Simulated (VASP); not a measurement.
Set up this calculation in VASP 6.6.1, as the native input.

```yaml
Task: single point
Functional: PBEsol
Potentials_or_basis: VASP PAW PBE potentials, release 64 (Si)
Cutoff: 520 eV
k_mesh: 12 × 12 × 12
Occupations: gaussian, width 0.03 eV
Spin: no spin polarisation
Dipole_correction: no
Further_INCAR_settings: ALGO = Normal; EDIFF = 1e-07; NBANDS = 16
```

The structure of Si lies in POSCAR:

```
Si
1.0
   -3.3669622680      3.3669622680      1.8679906663
    3.3669622680     -3.3669622680      1.8679906663
    3.3669622680      3.3669622680     -1.8679906663
Si
4
Direct
    0.1787304307      0.1787304307      0.3574608614
    0.8212695693      0.8212695693      0.6425391386
    0.1787304307      0.8212695693      0.0000000000
    0.8212695693      0.1787304307      0.0000000000
```

These files were run (other wordings do the same):

INCAR

```
  ALGO = Normal
  EDIFF = 1E-7
  ENCUT = 520
  GGA = PS
  ISIF = 2
  ISMEAR = 0
  LASPH = T
  LCHARG = T
  LELF = T
  LREAL = F
  LVHAR = T
  LWAVE = F
  NBANDS = 16
  NELM = 80
  PREC = Accurate
  SIGMA = 0.03
```

KPOINTS

```
k-points
0
Gamma
  12 12 12
```

Potentials or basis: VASP PAW PBE potentials, release 64 (Si).

Command:

```bash
$ cat potpaw_PBE.64/Si/POTCAR > POTCAR
$ mpirun -np 1 vasp_std > vasp.out
```

Results of the run:

| Quantity | Value |
| --- | --- |
| Pressure | 0.4 GPa |
| Largest force | 0.443 eV/Å |
| Band gap on the k mesh | 0.11 eV (least direct gap 0.79 eV) |

Caveat: the stress differs along the axes, from -2 to 5 GPa; semilocal functionals underestimate gaps, and a narrow one can read as zero; the PAW data sets were made with another functional, which shifts forces and pressure a little.

It took 2.2 min on 1 thread of Intel(R) Xeon(R) 6975P-C (Granite Rapids), on a shared host, peak memory 0.32 GiB.
